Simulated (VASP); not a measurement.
# Li4BrF3 (Pmm2) in VASP: a series of runs, part 2 of 2

VASP 6.6.1. Earlier steps stand in the parts before.

**4. Single point, PBE**

This run uses another cell than the first one, of 12.88 Å³/atom.

INCAR

```
ALGO     = Normal         # electronic algorithm
EDIFF    = 1E-6           # SCF threshold, eV
ENCUT    = 520            # plane-wave cutoff, eV
GGA      = PE             # functional
ISIF     = 2              # what is computed and relaxed
ISMEAR   = 0              # smearing method
LASPH    = True           # aspherical terms in the spheres
LCHARG   = False          # write CHGCAR
LREAL    = False          # projectors in reciprocal space
LWAVE    = False          # write WAVECAR
NBANDS   = 30             # bands
NELM     = 100            # most SCF steps
PREC     = Accurate       # precision mode
SIGMA    = 0.02           # smearing width, eV
```

KPOINTS

```
k-points
0
Gamma
  6 4 6
```

POSCAR

```
Li4BrF3
1.0
    3.5013906175      0.0000000000      0.0000000000
    0.0000000000      7.2774676603      0.0000000000
    0.0000000000      0.0000000000      4.0444872037
Li Br F
4 1 3
Direct
    0.0000000000      0.1950267134      0.0627846573
    0.5000000000      0.0000000000      0.5463138959
    0.0000000000      0.8049732866      0.0627846573
    0.5000000000      0.5000000000      0.2925435521
    0.0000000000      0.5000000000      0.7686773792
    0.5000000000      0.2104018286      0.2530114379
    0.0000000000      0.0000000000      0.7608729824
    0.5000000000      0.7895981714      0.2530114379
```

Launch:

```
$ cat potpaw_PBE.64/Li_sv/POTCAR potpaw_PBE.64/Br/POTCAR potpaw_PBE.64/F/POTCAR > POTCAR
$ mpirun -np 1 vasp_std > vasp.out
```

It took 73 s on 1 thread of Intel Xeon 6975P-C (Granite Rapids), shared host; peak memory 0.27 GiB.

The run converged. Its results:

```
Free energy            : -35.0907 eV
Largest force          : 0.014 eV/Å
Band gap on the k mesh : 4.83 eV (least direct gap 5.00 eV)
```

Forces in eV/Å, atoms in the order of the input:
```
Li   0.000  0.011  0.004
Li   0.000  0.000  0.006
Li   0.000 -0.011  0.004
Li   0.000  0.000  0.000
Br   0.000  0.000 -0.001
F    0.000  0.008  0.000
F    0.000  0.000 -0.014
F    0.000 -0.008  0.000
```

Levels at points of the mesh, in eV from the valence-band top:
```
           k point  band 18  band 19  band 20  band 21  band 22  band 23
(0.00, 0.00, 0.00)    -1.54    -1.42    -0.17     4.83     6.48     7.83
(0.50, 0.00, 0.00)    -2.33    -1.29    -1.08     5.65     6.55     7.36
(0.00, 0.50, 0.00)    -1.84    -1.44    -0.16     5.63     5.85     7.31
(0.50, 0.50, 0.00)    -2.19    -1.37    -1.07     5.72     6.62     7.23
(0.00, 0.00, 0.50)    -2.18    -1.36     0.00     6.66     6.81     7.27
(0.50, 0.00, 0.50)    -2.15    -2.15    -1.30     7.08     7.68     8.15
(0.00, 0.50, 0.50)    -2.00    -1.38     0.00     6.19     7.35     7.76
(0.50, 0.50, 0.50)    -2.24    -2.18    -1.41     7.34     8.07     8.22
```

Caveat: the cutoff is under 1.25 times the usual one of these potentials, so pressure, stress and relaxed cells hold a basis-set (Pulay) error.

**5. Relaxation of cell and atoms, PBE**

INCAR

```
SYSTEM = Li4BrF3
ALGO     = Normal         ! electronic algorithm
EDIFF    = 1E-6           ! SCF threshold, eV
EDIFFG   = -0.01          ! ionic threshold
ENCUT    = 600            ! plane-wave cutoff, eV
GGA      = PE             ! functional
IBRION   = 2              ! ionic algorithm
ISIF     = 3              ! what is computed and relaxed
ISMEAR   = 0              ! smearing method
LASPH    = .True.         ! aspherical terms in the spheres
LCHARG   = .False.        ! write CHGCAR
LREAL    = .False.        ! projectors in reciprocal space
LWAVE    = .False.        ! write WAVECAR
NELM     = 80             ! most SCF steps
NSW      = 100            ! ionic steps
PREC     = Accurate       ! precision mode
SIGMA    = 0.02           ! smearing width, eV
```

KPOINTS

```
k-points
0
Gamma
  6 4 6
  0 0 0
```

POSCAR

```
Li4BrF3
1.0
    3.5146844881      0.0000000000      0.0000000000
    0.0000000000      7.2659641733      0.0000000000
    0.0000000000      0.0000000000      4.0962945510
Li Br F
4 1 3
Direct
    0.0000000000      0.1952024718      0.0612221502
    0.5000000000      0.0000000000      0.5446595905
    0.0000000000      0.8047975282      0.0612221502
    0.5000000000      0.5000000000      0.2973141827
    0.0000000000      0.5000000000      0.7692983999
    0.5000000000      0.2109797190      0.2522120735
    0.0000000000      0.0000000000      0.7618593796
    0.5000000000      0.7890202810      0.2522120735
```

Launch:

```
$ cat potpaw_PBE.64/Li_sv/POTCAR potpaw_PBE.64/Br/POTCAR potpaw_PBE.64/F/POTCAR > POTCAR
$ mpirun -np 1 vasp_std > vasp.out
```

Run time: 6.6 min. Hardware: 1 thread of Intel Xeon 6975P-C (Granite Rapids), shared host; peak memory 0.33 GiB.

Results (log left out):

```
Free energy                           : -35.1013 eV
Relaxed volume                        : 12.74 Å³/atom
Relaxed cell                          : a = 3.512 Å, b = 7.256 Å, c = 4.000 Å, α = 90.00°, β = 90.00°, γ = 90.00°
Space group after relaxing (to 0.1 Å) : Pmm2 (No. 25)
Energy gained by relaxing             : 1.0 meV/atom
Ionic steps                           : 13
Pressure after relaxing               : 0.0 GPa
Largest force after relaxing          : 0.008 eV/Å
Band gap on the k mesh                : 4.94 eV (least direct gap 5.12 eV)
```

Forces on the atoms (eV/Å):
```
Li   0.000 -0.005  0.000
Li   0.000  0.000  0.005
Li   0.000  0.005  0.000
Li   0.000  0.000 -0.008
Br   0.000  0.000 -0.002
F    0.000 -0.002  0.003
F    0.000  0.000 -0.001
F    0.000  0.002  0.003
```

The path:
```csv
step,energy change (eV),largest force (eV/Å),pressure (GPa),volume (Å³)
1,0.0000,0.0231,-0.83,104.61
2,-0.0043,0.0292,-0.45,103.59
3,-0.0060,0.0359,-0.03,102.52
4,-0.0060,0.0366,0.01,102.41
5,-0.0063,0.0232,0.01,102.38
6,-0.0068,0.0164,0.00,102.28
7,-0.0068,0.0328,-0.01,102.24
8,-0.0071,0.0256,0.00,102.18
9,-0.0073,0.0184,0.00,102.13
10,-0.0075,0.0259,0.00,102.01
11,-0.0078,0.0118,0.02,101.93
12,-0.0079,0.0123,0.02,101.87
13,-0.0079,0.0076,-0.02,101.94
```

Final structure:
```
Li Br F
1.0
     3.51201    0.00000    0.00000
     0.00000    7.25595    0.00000
     0.00000    0.00000    4.00021
Li Br F
4 1 3
Direct
  0.00000 0.19572 0.06523
  0.50000 0.00000 0.54823
  0.00000 0.80428 0.06523
  0.50000 0.50000 0.29051
  0.00000 0.50000 0.76637
  0.50000 0.21098 0.25246
  0.00000 0.00000 0.75951
  0.50000 0.78902 0.25246
```

Levels at points of the mesh, in eV from the valence-band top:
| k point | band 16 | band 17 | band 18 | band 19 | band 20 | band 21 | band 22 | band 23 | band 24 | band 25 |
| --- | --- | --- | --- | --- | --- | --- | --- | --- | --- | --- |
| (0.00, 0.00, 0.00) | -2.79 | -2.72 | -1.49 | -1.34 | -0.18 | 4.94 | 6.58 | 7.93 | 8.66 | 8.72 |
| (0.50, 0.00, 0.00) | -2.83 | -2.76 | -2.27 | -1.25 | -1.01 | 5.75 | 6.62 | 7.43 | 8.00 | 8.56 |
| (0.00, 0.50, 0.00) | -2.77 | -2.58 | -1.80 | -1.36 | -0.18 | 5.76 | 5.94 | 7.37 | 8.78 | 8.86 |
| (0.50, 0.50, 0.00) | -2.84 | -2.79 | -2.13 | -1.33 | -1.01 | 5.82 | 6.69 | 7.29 | 7.99 | 8.73 |
| (0.00, 0.00, 0.50) | -3.07 | -2.67 | -2.14 | -1.31 | 0.00 | 6.76 | 6.89 | 7.37 | 7.86 | 9.53 |
| (0.50, 0.00, 0.50) | -3.04 | -2.88 | -2.13 | -2.09 | -1.27 | 7.17 | 7.73 | 8.27 | 8.46 | 9.59 |
| (0.00, 0.50, 0.50) | -3.01 | -2.61 | -1.97 | -1.32 | 0.00 | 6.29 | 7.42 | 7.87 | 8.20 | 9.01 |
| (0.50, 0.50, 0.50) | -2.88 | -2.65 | -2.19 | -2.17 | -1.38 | 7.43 | 8.17 | 8.26 | 8.68 | 9.19 |

Caveat: the cutoff is under 1.25 times the usual one of these potentials, so pressure, stress and relaxed cells hold a basis-set (Pulay) error.

**6. Summary**

| task | cell | k mesh | cutoff (eV) | smearing | gap on the mesh (eV) | pressure (GPa) | relaxed volume (Å³/atom) | largest force (eV/Å) |
| --- | --- | --- | --- | --- | --- | --- | --- | --- |
| single point | a = 3.515, b = 7.266, c = 4.096 Å, 8 atoms, atomic positions A | 3 × 2 × 3 | 520 | gaussian 0.15 eV | 4.77 | - | - | 0.02 |
| relaxation of cell and atoms | relaxed from a = 3.616, b = 7.250, c = 5.071 Å, 8 atoms, atomic positions B | 3 × 2 × 3 | 600 | gaussian 0.15 eV | 4.81 | 0.3 | 12.79 | 0.08 |
| single point | a = 3.501, b = 7.277, c = 4.044 Å, 8 atoms, atomic positions C | 6 × 4 × 6 | 520 | gaussian 0.02 eV | 4.83 | - | - | 0.01 |
| relaxation of cell and atoms | relaxed from a = 3.515, b = 7.266, c = 4.096 Å, 8 atoms, atomic positions A | 6 × 4 × 6 | 600 | gaussian 0.02 eV | 4.94 | 0.0 | 12.74 | 0.01 |

Alike in all rows: level PBE; potentials or basis VASP PAW PBE potentials, release 64 (Li_sv, Br, F); no spin polarisation.

Caveats: some runs use coarse meshes; the cutoff is under 1.25 times the usual one of these potentials, so pressure, stress and relaxed cells hold a basis-set (Pulay) error; an odd mesh through Γ misses points on the zone boundary, where band edges can lie (at least some runs); the volume moved by over 15 % at a fixed basis, so the end points are rough (at least some runs); the relaxation stopped at a loose force limit of 0.08 eV/Å, so its end isn't a converged minimum (at least some runs).

Absolute energies hang on the potentials; compare differences alone.
